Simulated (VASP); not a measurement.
## ZnAs2C: single point with r2SCAN

Crystal: ZnAs2C.

```
Zn As C
1.0
     3.51147    0.00000    0.00000
     0.00000    3.51147    0.00000
     0.00000    0.00000    5.53422
Zn As C
1 2 1
Direct
  0.00000 0.00000 0.00000
  0.00000 0.50000 0.29567
  0.50000 0.00000 0.70433
  0.50000 0.50000 0.50000
```

```
Program             : VASP 6.6.1
Task                : single point
Functional          : r2SCAN
Potentials or basis : VASP PAW PBE potentials, release 64 (Zn, As, C)
Cutoff              : 520 eV
k mesh              : 8 × 8 × 6
Occupations         : fermi-dirac, width 0.02 eV
Spin                : no spin polarisation
```

```yaml
Pressure: -0.1 GPa
Largest_force: 0.348 eV/Å
Band_gap_on_the_k_mesh: zero (bands 13 and 14 overlap by 0.29 eV)
```

Forces on the atoms (eV/Å):
```
Zn   0.000  0.000  0.000
As   0.000  0.000 -0.348
As   0.000  0.000  0.348
C    0.000  0.000  0.000
```

Stress tensor (GPa, compression positive):
```
-0.06  0.00  0.00
 0.00 -0.06  0.00
 0.00  0.00 -0.20
```

Levels at points of the mesh, in eV from the Fermi level:
```
           k point  band 11  band 12  band 13  band 14  band 15  band 16
(0.00, 0.00, 0.00)    -1.50    -1.39     0.07     0.64     0.64     3.25
(0.50, 0.00, 0.00)    -4.97    -4.46     0.04     0.25     3.38     3.81
(0.50, 0.50, 0.00)    -4.27    -4.27    -3.05     0.90     1.36     1.36
(0.00, 0.00, 0.50)    -4.80    -0.42    -0.42    -0.19    -0.01     4.96
(0.50, 0.00, 0.50)    -3.03    -2.34    -1.02     0.19     2.13     2.60
(0.50, 0.50, 0.50)    -5.04    -4.91    -4.91     3.16     3.69     4.04
```

It took 2.6 min on 1 thread of Intel(R) Xeon(R) Platinum 8488C (Sapphire Rapids), on a shared host, peak memory 0.25 GiB.

Caveat: the PAW data sets were made with another functional, which shifts forces and pressure a little.
